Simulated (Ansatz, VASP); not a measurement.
GaP: VASP beside Ansatz

```
CELL_PARAMETERS angstrom
0.00000 2.72525 2.72525
2.72525 0.00000 2.72525
2.72525 2.72525 0.00000
ATOMIC_POSITIONS crystal
Ga 0.00000 0.00000 0.00000
P 0.25000 0.25000 0.25000
```

Alike in both runs: task single point; functional PBEsol; k mesh 6 × 6 × 6; occupations gaussian, width 0.1 eV; no spin polarisation.

|  | VASP | Ansatz |
| --- | --- | --- |
| version | VASP 6.6.1 | Ansatz 0.2.0 |
| potentials or method | VASP PAW PBE potentials, release 64 (Ga_d, P), cutoff 500 eV | scalar-relativistic, plane waves, PAW |
| valence electrons in the cell | 18 | 18 |

```tsv
	VASP	Ansatz	Ansatz less VASP
gap on the k mesh at the Fermi level (eV)	1.51	1.51	-0.002
least direct gap on the mesh (eV)	1.75	1.74	-0.007
pressure (GPa)	-0.6	-0.5	+0.09
```

VASP's potentials were made for PBE, not for PBEsol.
